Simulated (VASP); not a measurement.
# Pb (I4_1/amd) in VASP: further runs

The runs below take Pb through single point, with PBE.

Program: VASP 6.6.1. These are calculated values, not measurements. Logs are shortened: lines on timing, memory, paths and dates and some standing lists are left out, and cuts for length are marked.

### 1 The cell of the first run

The structure is tetragonal, space group I4_1/amd (No. 141). Conventional cell: a = 4.863 Å, b = 4.863 Å, c = 6.740 Å, α = 90.00°, β = 90.00°, γ = 90.00°. Pb (site symmetry -4m2) has 4 Pb at 2.96 Å within 3.9 Å.

### 2 Single point, PBE (zz strain of -2 %)

The input, INCAR:

```
SYSTEM = Pb
PREC     = Accurate       ! precision mode
ENCUT    = 520            ! plane-wave cutoff, eV
EDIFF    = 1E-7           ! SCF threshold, eV
ISMEAR   = -1             ! smearing method
SIGMA    = 0.05           ! smearing width, eV
LREAL    = .FALSE.        ! projectors in reciprocal space
LASPH    = .TRUE.         ! aspherical terms in the spheres
NELM     = 60             ! most SCF steps
ALGO     = Normal         ! electronic algorithm
ISIF     = 2              ! what is computed and relaxed
LWAVE    = .FALSE.        ! write WAVECAR
LCHARG   = .FALSE.        ! write CHGCAR
GGA      = PE             ! functional
NBANDS   = 21             ! bands
```

The input, KPOINTS:

```
regular mesh
0
G
  8 8 8
  0 0 0
```

The input, POSCAR:

```
Pb
1.0
    0.0000000000      3.4390000555      3.3702200544
    3.4390000555      0.0000000000      3.3702200544
    3.4390000555      3.4390000555      0.0000000000
Pb
2
Direct
    0.0000000000      0.0000000000      0.0000000000
    0.2500000000      0.2500000000      0.2500000000
```

Potentials or basis: VASP PAW PBE potentials, release 64 (Pb_d).

The run is started by

```bash
> cat potpaw_PBE.64/Pb_d/POTCAR > POTCAR
> mpirun -np 1 vasp_std > vasp.out
```

OUTCAR:

```text
SYSTEM = Pb
   PREC = Accurate
   ENCUT = 520
   EDIFF = 1E-7
   ISMEAR = -1
   LREAL = .FALSE.
   LASPH = .TRUE.
   NELM = 60
   ISIF = 2
   GGA = PE

 ion  position               nearest neighbor table
   1  0.000  0.000  0.000-   2 2.96   2 2.96   2 2.96   2 2.96
   2  0.250  0.250  0.250-   1 2.96   1 2.96   1 2.96   1 2.96

  LATTYP: Found a body centered tetragonal cell.
 ALAT       =     4.8634805195
 C/A-ratio  =     1.3859292911

  Lattice vectors:

 A1 = (   0.0000000000,  -3.4390000555,  -3.3702200544)
 A2 = (   0.0000000000,   3.4390000555,  -3.3702200544)
 A3 = (   3.4390000555,   0.0000000000,   3.3702200544)

Analysis of symmetry for initial positions (statically):
=====================================================================
 Subroutine PRICEL returns:
 Original cell was already a primitive cell.

 Routine SETGRP: Setting up the symmetry group for a
 body centered tetragonal supercell.

 Subroutine GETGRP returns: Found 16 space group operations
 (whereof  8 operations were pure point group operations)
 out of a pool of 16 trial point group operations.

The static configuration has the point symmetry D_2d.
 The point group associated with its full space group is D_4h.

Analysis of symmetry for dynamics (positions and initial velocities):
=====================================================================
 Subroutine PRICEL returns:
 Original cell was already a primitive cell.

 Routine SETGRP: Setting up the symmetry group for a
 body centered tetragonal supercell.

 Subroutine GETGRP returns: Found 16 space group operations
 (whereof  8 operations were pure point group operations)
 out of a pool of 16 trial point group operations.

The dynamic configuration has the point symmetry D_2d.
 The point group associated with its full space group is D_4h.

 Subroutine INISYM returns: Found 16 space group operations
 (whereof  8 operations are pure point group operations),
 and found     1 'primitive' translations

----------------------------------------------------------------------------------------

                                     Primitive cell

  volume of cell :      79.7173

  direct lattice vectors                    reciprocal lattice vectors
     0.000000000  3.439000056  3.370220054    -0.145391100  0.145391100  0.148358265
     3.439000056  0.000000000  3.370220054     0.145391100 -0.145391100  0.148358265
     3.439000056  3.439000056  0.000000000     0.145391100  0.145391100 -0.148358265

  length of vectors
     4.815091338  4.815091338  4.863480519     0.253549440  0.253549440  0.253549440

  position of ions in fractional coordinates (direct lattice)
     0.000000000  0.000000000  0.000000000
     0.250000000  0.250000000  0.250000000

  ion indices of the primitive-cell ions
   primitive index   ion index
                 1           1
                 2           2

----------------------------------------------------------------------------------------

 KPOINTS: regular mesh

Automatic generation of k-mesh.
 Grid dimensions read from file:
 generate k-points for:    8    8    8

 Generating k-lattice:

  Cartesian coordinates                     Fractional coordinates (reciprocal lattice)
    -0.018173887  0.018173887  0.018544783     0.125000000  0.000000000  0.000000000
     0.018173887 -0.018173887  0.018544783     0.000000000  0.125000000  0.000000000
     0.018173887  0.018173887 -0.018544783     0.000000000  0.000000000  0.125000000

  Length of vectors
     0.031693680  0.031693680  0.031693680

  Shift w.r.t. Gamma in fractional coordinates (k-lattice)
     0.000000000  0.000000000  0.000000000

 Subroutine IBZKPT returns following result:
 ===========================================

 Found     59 irreducible k-points:

 Following reciprocal coordinates:
            Coordinates               Weight
  0.000000  0.000000  0.000000      1.000000
  0.125000  0.000000  0.000000      8.000000
  0.250000  0.000000  0.000000      8.000000
  0.375000  0.000000  0.000000      8.000000
  0.500000  0.000000  0.000000      4.000000
  0.125000  0.125000  0.000000      2.000000
[... 16 lines left out ...]
  0.250000  0.000000  0.125000     16.000000
  0.375000  0.000000  0.125000     16.000000
 [... further k-points ...]
   k-points           NKPTS =     59   k-points in BZ     NKDIM =     59   number of bands    NBANDS=     21
   number of dos      NEDOS =    301   number of ions     NIONS =      2
   total plane-waves  NPLWV =  46656
   dimension x,y,z NGX =    36 NGY =   36 NGZ =   36
   dimension x,y,z NGXF=    72 NGYF=   72 NGZF=   72
   ions per type =               2
   NGX,Y,Z   is equivalent  to a cutoff of  12.43, 12.43, 12.31 a.u.
   NGXF,Y,Z  is equivalent  to a cutoff of  24.86, 24.86, 24.61 a.u.
 SYSTEM =  Pb
   PREC   = accura    normal or accurate (medium, high low for compatibility)
   ISTART =      0    job   : 0-new  1-cont  2-samecut
   ICHARG =      2    charge: 1-file 2-atom 10-const
   ISPIN  =      1    spin polarized calculation?
   LNONCOLLINEAR =      F non collinear calculations
   LSORBIT =      F    spin-orbit coupling
   LASPH  =      T    aspherical Exc in radial PAW
   ENCUT  =  520.0 eV  38.22 Ry    6.18 a.u.   8.95  8.95  9.04*2*pi/ulx,y,z
   NELM   =     60;   NELMIN=  2; NELMDL= -5     # of ELM steps
   EDIFF  = 0.1E-06   stopping-criterion for ELM
   LREAL  =      F    real-space projection
   EDIFFG = 0.1E-05   stopping-criterion for IOM
   NSW    =      0    number of steps for IOM
   IBRION =     -1    ionic relax: 0-MD 1-quasi-New 2-CG
   NFREE  =      0    steps in history (QN), initial steepest desc. (CG)
   ISIF   =      2    stress and relaxation
   ISYM   =      2    0-nonsym 1-usesym 2-fastsym
   POTIM  = 0.5000    time-step for ionic-motion
   TEBEG  =    0.0;   TEEND  =   0.0 temperature during run
   PSTRESS=    0.0 pullay stress
   NELECT =      28.0000    total number of electrons
   NUPDOWN=      -1.0000    fix difference up-down
   EMIN   =  10.00;   EMAX   =-10.00  energy-range for DOS
   EFERMI =   0.00;   METHOD = LEGACY
   ISMEAR =    -1;   SIGMA  =   0.05  broadening in eV -4-tet -1-fermi 0-gaus
   EFERMI_NEDOS =   21; number of points for ismear=-14 and -15
   IALGO  =     38    algorithm
   IMIX   =      4    mixing-type and parameters
     AMIX     =   0.40;   BMIX     =  1.00
     AMIX_MAG =   1.60;   BMIX_MAG =  1.00
  volume/ion in A,a.u.               =      39.86       268.98
  Fermi-wavevector in a.u.,A,eV,Ry     =   1.155074  2.182774 18.152851  1.334197
  Thomas-Fermi vector in A             =   2.291706
   LORBIT       =      0    0 simple, 1 ext, 2 COOP (PROOUT), +10 PAW based schemes
   GGA     = PE    functional components
   LHFCALC =     F    Hartree Fock is set to
   AEXX    =    0.0000 exact exchange contribution
   IVDW    =     0    specifies the selected vdW correction
   LEPSILON=     F    determine dielectric tensor
   LRPA    =     F    only Hartree local field effects (RPA)
 non-spin polarized calculation
  energy-cutoff  :      520.00
  volume of cell :       79.72
 maximum number of plane-waves:      2170
   NGX = 17   NGY = 17   NGZ = 19

 number of electron      28.0000006 magnetization

 Free energy of the ion-electron system (eV)
  ---------------------------------------------------
  ext. energy  EPLUGINS =         0.00000000
  ---------------------------------------------------
  free energy    TOTEN  =        -6.53747121 eV

  energy without entropy =       -6.53369279  energy(sigma->0) =       -6.53558200

 E-fermi :   4.5754     XC(G=0):  -8.5133

 val. band max:        4.5394675668   @ k =  -0.1250   0.1250   0.0000
 cond. band min:       4.6191134276   @ k =  -0.1250  -0.0000   0.1250
 fundamental gap:      0.0796458608
 Fermi energy:         4.5754477587

 k-point     1 :       0.0000    0.0000    0.0000
  band No.  band energies     occupation
      1     -12.7214      2.00000
      2     -12.7088      2.00000
      3     -12.7088      2.00000
      4     -12.6364      2.00000
      5     -12.6301      2.00000
      6     -12.1868      2.00000
[... 13 lines left out ...]
     20      12.4407      0.00000
     21      12.4408      0.00000

 k-point     2 :       0.1250    0.0000    0.0000
  band No.  band energies     occupation
      1     -12.7341      2.00000
      2     -12.7253      2.00000
      3     -12.7088      2.00000
      4     -12.6124      2.00000
      5     -12.6075      2.00000
      6     -12.2108      2.00000
[... 13 lines left out ...]
     20      11.7929      0.00000
     21      11.8891      0.00000

 k-point     3 :       0.2500    0.0000    0.0000
  band No.  band energies     occupation
      1     -12.7551      2.00000
      2     -12.7453      2.00000
      3     -12.7006      2.00000
      4     -12.5757      2.00000
      5     -12.5721      2.00000
      6     -12.2428      2.00000
[... 13 lines left out ...]
     20      11.6558      0.00000
     21      11.7290      0.00000

 k-point     4 :       0.3750    0.0000    0.0000
  band No.  band energies     occupation
      1     -12.7670      2.00000
      2     -12.7550      2.00000
      3     -12.6913      2.00000
      4     -12.5527      2.00000
      5     -12.5500      2.00000
      6     -12.2613      2.00000
[... 13 lines left out ...]
     20      12.2887      0.00000
     21      12.3311      0.00000

 k-point     5 :       0.5000    0.0000    0.0000
  band No.  band energies     occupation
      1     -12.7703      2.00000
      2     -12.7573      2.00000
      3     -12.6873      2.00000
      4     -12.5463      2.00000
      5     -12.5438      2.00000
      6     -12.2667      2.00000
[... 13 lines left out ...]
     20      12.5379      0.00000
     21      12.9933      0.00000
[... 382 lines left out ...]
     20      12.8764      0.00000
     21      14.8250      0.00000

 k-point    22 :       0.1250    0.0000    0.1250
  band No.  band energies     occupation
      1     -12.7333      2.00000
      2     -12.7273      2.00000
      3     -12.7215      2.00000
      4     -12.6139      2.00000
      5     -12.5840      2.00000
      6     -12.2639      2.00000
[... 13 lines left out ...]
     20      10.8091      0.00000
     21      12.8066      0.00000

 k-point    23 :       0.2500    0.0000    0.1250
  band No.  band energies     occupation
      1     -12.7583      2.00000
      2     -12.7431      2.00000
      3     -12.7114      2.00000
      4     -12.5847      2.00000
      5     -12.5420      2.00000
      6     -12.3108      2.00000
[... 13 lines left out ...]
     20      11.0721      0.00000
     21      12.5465      0.00000

 k-point    24 :       0.3750    0.0000    0.1250
  band No.  band energies     occupation
      1     -12.7796      2.00000
      2     -12.7597      2.00000
      3     -12.6853      2.00000
      4     -12.5527      2.00000
      5     -12.5156      2.00000
      6     -12.3322      2.00000
[... 13 lines left out ...]
     20      12.0291      0.00000
     21      12.8682      0.00000

 [... further k-points ...]
[... 5 lines left out ...]
  --------------------------------------------------------------------------------------
  -------------------------------------------------------------------------------------
  Total        1.5006597      1.5006597      1.5791831      0.0000000      0.0000000     -0.0000000
  in kB       30.1606148     30.1606148     31.7387958      0.0000000      0.0000000     -0.0000000
  external PRESSURE =      30.6866751 kB  Pullay stress =       0.0000000 kB

 VOLUME and BASIS-vectors are now :
 -----------------------------------------------------------------------------
  energy-cutoff  :      520.00
  volume of cell :       79.72
      direct lattice vectors                 reciprocal lattice vectors
     0.000000000  3.439000056  3.370220054    -0.145391100  0.145391100  0.148358265
     3.439000056  0.000000000  3.370220054     0.145391100 -0.145391100  0.148358265
     3.439000056  3.439000056  0.000000000     0.145391100  0.145391100 -0.148358265

 POSITION                                       TOTAL-FORCE (eV/Angst)
 -----------------------------------------------------------------------------------
      0.00000      0.00000      0.00000        -0.000000     -0.000000     -0.000000
      1.71950      1.71950      1.68511         0.000000      0.000000      0.000000
 -----------------------------------------------------------------------------------
    total drift:                                0.000000      0.000000      0.000000

  FREE ENERGIE OF THE ION-ELECTRON SYSTEM (eV)
  ---------------------------------------------------
  free  energy   TOTEN  =        -6.5374712128 eV

  energy  without entropy=       -6.5336927869  energy(sigma->0) =       -6.53558200
```

Wall time 71 s (1 thread of Intel Xeon Platinum 8259CL at 2.50GHz (Skylake/Cascade Lake), shared host); peak memory 0.24 GiB.

What came out:

```yaml
Free_energy: -6.5375 eV
Pressure: 3.1 GPa
Band_gap_on_the_k_mesh: zero (band 14 reaches 4.89 eV, above the bottom of band 15 at 3.82 eV)
```

Caveat: the cell differs from its parent crystal (zz strain of -2 %); spin-orbit coupling is left out, which moves the levels of the heavy elements.

(Part 1 of 3 ends here.)
